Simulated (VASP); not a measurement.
A run of VASP 6.6.1:

The input INCAR:

```
PREC = Accurate
ENCUT = 520
EDIFF = 1E-6
ISMEAR = 0
SIGMA = 0.01
LREAL = F
LASPH = T
NELM = 80
ALGO = Normal
ISIF = 2
LWAVE = F
LCHARG = F
GGA = PS
NBANDS = 26
```

Contents of KPOINTS:

```
regular mesh
0
Gamma
  6 6 4
```

POSCAR

```
CuI
1.0
    4.0888609038      0.0000000000      0.0000000000
    0.0000000000      4.0888609038      0.0000000000
    0.0000000000      0.0000000000      5.7432492538
Cu I
2 2
Direct
    0.0000000000      0.0000000000      0.0000000000
    0.5000000000      0.5000000000      0.0000000000
    0.0000000000      0.5000000000      0.2913000000
    0.5000000000      0.0000000000      0.7087000000
```

Potentials or basis: VASP PAW PBE potentials, release 64 (Cu, I).

Run with:

```bash
$ cat potpaw_PBE.64/Cu/POTCAR potpaw_PBE.64/I/POTCAR > POTCAR
$ mpirun -np 1 vasp_std > vasp.out
```

Hardware: 1 thread of Intel Xeon 8259CL (shared host).

**Question.** Estimate the wall time of this run.

**Answer.** Wall time 73 s on 1 thread of Intel Xeon 8259CL, on a shared host, peak memory 0.23 GiB. Counts: scf iterations 14, k points 30.
